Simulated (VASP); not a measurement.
# Li2S (Fm-3m) in VASP: notebook, part 2 of 2

VASP 6.6.1.

### Step 4. Single point, PBE

File INCAR:

```
SYSTEM = Li2S
ALGO     = Normal         ! electronic algorithm
EDIFF    = 1E-6           ! SCF threshold, eV
ENCUT    = 750            ! plane-wave cutoff, eV
GGA      = PE             ! functional
GGA_COMPAT= .FALSE.      
ISIF     = 2              ! what is computed and relaxed
ISMEAR   = 0              ! smearing method
LASPH    = .TRUE.         ! aspherical terms in the spheres
LCHARG   = .FALSE.        ! write CHGCAR
LREAL    = .FALSE.        ! projectors in reciprocal space
LWAVE    = .FALSE.        ! write WAVECAR
NBANDS   = 13             ! bands
NELM     = 120            ! most SCF steps
PREC     = Accurate       ! precision mode
SIGMA    = 0.01           ! smearing width, eV
```

File KPOINTS:

```
k-points
0
G
  4 4 4
  0 0 0
```

File POSCAR:

```
Li2S
1.0
    0.0000000000      2.8452942310      2.8452942310
    2.8452942310      0.0000000000      2.8452942310
    2.8452942310      2.8452942310      0.0000000000
S Li
1 2
Direct
    0.0000000000      0.0000000000      0.0000000000
    0.2500000000      0.2500000000      0.2500000000
    0.7500000000      0.7500000000      0.7500000000
```

Potentials or basis: VASP PAW PBE potentials, release 64 (S, Li_sv).

The run is started by

```console
cat potpaw_PBE.64/S/POTCAR potpaw_PBE.64/Li_sv/POTCAR > POTCAR
mpirun -np 1 vasp_std > vasp.out
```

OUTCAR:

```text
SYSTEM = Li2S
   EDIFF = 1E-6
   ENCUT = 750
   GGA = PE
   ISIF = 2
   ISMEAR = 0
   LASPH = .TRUE.
   LREAL = .FALSE.
   NELM = 120
   PREC = Accurate

 ion  position               nearest neighbor table
   1  0.000  0.000  0.000-   3 2.46   3 2.46   3 2.46   2 2.46   2 2.46   2 2.46   3 2.46   2 2.46

   2  0.250  0.250  0.250-   1 2.46   1 2.46   1 2.46   1 2.46
   3  0.750  0.750  0.750-   1 2.46   1 2.46   1 2.46   1 2.46

  LATTYP: Found a face centered cubic cell.
 ALAT       =     5.6905884620

  Lattice vectors:

 A1 = (   0.0000000000,   2.8452942310,   2.8452942310)
 A2 = (   2.8452942310,   0.0000000000,   2.8452942310)
 A3 = (   2.8452942310,   2.8452942310,   0.0000000000)

Analysis of symmetry for initial positions (statically):
=====================================================================
 Subroutine PRICEL returns:
 Original cell was already a primitive cell.

 Routine SETGRP: Setting up the symmetry group for a
 face centered cubic supercell.

 Subroutine GETGRP returns: Found 48 space group operations
 (whereof 48 operations were pure point group operations)
[... 164 lines left out ...]
      7       5.7806      0.00000
      8       7.7211      0.00000
      9       7.7211      0.00000
     10       7.7211      0.00000
     11      12.6800      0.00000
     12      12.6800      0.00000
     13      13.9364      0.00000
[... 98 lines left out ...]
  band No.  band energies     occupation
      1     -42.6573      2.00000
      2     -42.6573      2.00000
      3      -8.9654      2.00000
      4      -0.3407      2.00000
      5      -0.3407      2.00000
      6      -0.2741      2.00000
      7       6.9735      0.00000
      8       8.7937      0.00000
      9      10.3947      0.00000
     10      10.3947      0.00000
     11      13.4393      0.00000
     12      13.4393      0.00000
     13      14.1524      0.00000

------------------------ aborting loop because EDIFF is reached ----------------------------------------

  FORCE on cell =-STRESS in cart. coord.  units (eV):
  Direction    XX          YY          ZZ          XY          YZ          ZX
  --------------------------------------------------------------------------------------
  -------------------------------------------------------------------------------------
  Total        0.0719670      0.0719670      0.0719670      0.0000000      0.0000000     -0.0000000
  in kB        2.5028362      2.5028362      2.5028362      0.0000000      0.0000000     -0.0000000
  external PRESSURE =       2.5028362 kB  Pullay stress =       0.0000000 kB

 VOLUME and BASIS-vectors are now :
 -----------------------------------------------------------------------------
  energy-cutoff  :      750.00
  volume of cell :       46.07
      direct lattice vectors                 reciprocal lattice vectors
     0.000000000  2.845294231  2.845294231    -0.175728750  0.175728750  0.175728750
     2.845294231  0.000000000  2.845294231     0.175728750 -0.175728750  0.175728750
     2.845294231  2.845294231  0.000000000     0.175728750  0.175728750 -0.175728750

 POSITION                                       TOTAL-FORCE (eV/Angst)
 -----------------------------------------------------------------------------------
      0.00000      0.00000      0.00000         0.000000      0.000000     -0.000000
      1.42265      1.42265      1.42265         0.000000      0.000000      0.000000
      4.26794      4.26794      4.26794        -0.000000     -0.000000     -0.000000
 -----------------------------------------------------------------------------------
    total drift:                                0.000000      0.000000      0.000000

  FREE ENERGIE OF THE ION-ELECTRON SYSTEM (eV)
  ---------------------------------------------------
  free  energy   TOTEN  =       -11.9865282485 eV

  energy  without entropy=      -11.9865282485  energy(sigma->0) =      -11.98652825
```

Run time: 14 s. Hardware: 1 thread of AMD EPYC 7R13, shared host; peak memory 0.16 GiB.

Results:

- Free energy: -11.9865 eV
- Pressure: 0.3 GPa
- Band gap on the k mesh: 3.38 eV (least direct gap 4.29 eV)

Caveat: the k points lie up to 0.48 Å⁻¹ apart. A k mesh can miss the band edges.

### Step 5. Single point, PBE

File INCAR:

```
SYSTEM = Li2S
PREC = Accurate ; ENCUT = 750
EDIFF = 1E-6 ; ISMEAR = 0
SIGMA = 0.01 ; LREAL = .False.
LASPH = .True. ; NELM = 120
ALGO = Normal ; ISIF = 2
LWAVE = .False. ; LCHARG = .False.
GGA = PE ; NBANDS = 13
GGA_COMPAT = .False.
```

File KPOINTS:

```
Automatic mesh
0
Gamma
  6 6 6
  0 0 0
```

POSCAR is that of step 4.

The run is started by

```console
cat potpaw_PBE.64/S/POTCAR potpaw_PBE.64/Li_sv/POTCAR > POTCAR
mpirun -np 1 vasp_std > vasp.out
```

Wall time 27 s (1 thread of AMD EPYC 7R13, shared host); peak memory 0.16 GiB.

Results (log left out):

- Free energy: -11.9945 eV
- Pressure: 0.2 GPa
- Band gap on the k mesh: 3.39 eV (least direct gap 4.29 eV)

Levels at points of the mesh, in eV from the valence-band top:
```
           k point  band 4  band 5  band 6  band 7  band 8  band 9
(0.00, 0.00, 0.00)    0.00    0.00    0.00    4.29    6.23    6.23
(0.50, 0.00, 0.00)   -2.89   -0.51   -0.51    6.12    6.58    6.58
(0.50, 0.50, 0.00)   -2.17   -1.43   -1.43    3.39    7.09   11.12
```

A k mesh can miss the band edges.

### Step 6. Overview

```csv
level,potentials or basis,k mesh,gap on the mesh (eV),pressure (GPa)
PBE,"VASP PAW PBE potentials, release 64 (S, Li_sv)",4 × 4 × 4,3.38,0.3
LDA,"VASP PAW LDA potentials, release 64 (S, Li_sv)",4 × 4 × 4,3.16,-2.7
PBE,"VASP PAW PBE potentials, release 64 (S, Li_sv)",6 × 6 × 6,3.39,0.2
```

Alike in all rows: task single point; no spin polarisation; cell as given; cutoff (eV) 750; smearing gaussian 0.01 eV.

Caveats: some runs use coarse meshes.

Absolute energies hang on the potentials; compare differences alone.
